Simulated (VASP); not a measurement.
SiC (Moissanite 3C), 2 atoms in the cell. The structure is cubic, space group F-43m (No. 216). The conventional cell has a = 4.387 Å, b = 4.387 Å, c = 4.387 Å, α = 90.00°, β = 90.00°, γ = 90.00°. Within 2.5 Å of Si (site symmetry -43m) lie 4 C at 1.90 Å. C (site symmetry -43m) has 4 Si at 1.90 Å within 2.5 Å. 

```yaml
Program: VASP 6.6.1
Task: single point
Functional: BLYP
Dispersion: D4
Potentials_or_basis: VASP PAW PBE potentials, release 64 (Si, C)
Cutoff: 600 eV
k_mesh: 10 × 10 × 10
Occupations: fermi-dirac, width 0.05 eV
Spin: no spin polarisation
Dipole_correction: no
Further_INCAR_settings: ALGO = Normal; EDIFF = 1e-06; NBANDS = 11
```

Potentials or basis: VASP PAW PBE potentials, release 64 (Si, C).

The run is started by

```console
$ cat potpaw_PBE.64/Si/POTCAR potpaw_PBE.64/C/POTCAR > POTCAR
$ mpirun -np 1 vasp_std > vasp.out
```

Hardware: 1 thread of Intel Xeon 8259CL, on a shared host.

Estimate the wall time of this run.

It took 53 s on 1 thread of Intel Xeon 8259CL, on a shared host, peak memory 0.16 GiB. Counts: scf iterations 12, k points 47.
